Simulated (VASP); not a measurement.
Here is a VASP 6.6.1 calculation.

The input INCAR:

```
PREC = Accurate
ENCUT = 600
EDIFF = 1E-8
ISMEAR = 0
SIGMA = 0.01
LREAL = F
LASPH = T
NELM = 120
ALGO = Normal
ISIF = 2
LWAVE = F
LCHARG = F
GGA = PE
NBANDS = 19
IBRION = 8
NSW = 1
LEPSILON = T
GGA_COMPAT = F
```

Contents of KPOINTS:

```
Automatic mesh
0
Gamma
  8 8 8
```

The input POSCAR:

```
BaF2
1.0
    0.0000000000      2.9322815749      2.9322815749
    2.9322815749      0.0000000000      2.9322815749
    2.9322815749      2.9322815749      0.0000000000
Ba F
1 2
Direct
    0.0000000000      0.0000000000      0.0000000000
    0.2500000000      0.2500000000      0.2500000000
    0.7500000000      0.7500000000      0.7500000000
```

Potentials or basis: VASP PAW PBE potentials, release 64 (Ba_sv, F).

Run with:

```sh
$ cat potpaw_PBE.64/Ba_sv/POTCAR potpaw_PBE.64/F/POTCAR > POTCAR
$ mpirun -np 1 vasp_std > vasp.out
```

Task: What does it give for the electronic dielectric tensor (diagonal)?

Result: 2.52.

Task: What does it give for the Born charges (mean of the diagonal)?

Result: Ba +2.70; F -1.35 e.

Task: Estimate the highest phonon frequency at Γ, LO-TO splitting left out.

Result: 329 cm⁻¹.

Phonon frequencies in cm⁻¹ (negative: imaginary):
```tsv
q point	frequencies
(0.000, 0.000, 0.000)	0 0 0 277 277 277 329 329 329
```

Caveat: the cell stands under pressure or tension, which shifts response properties.
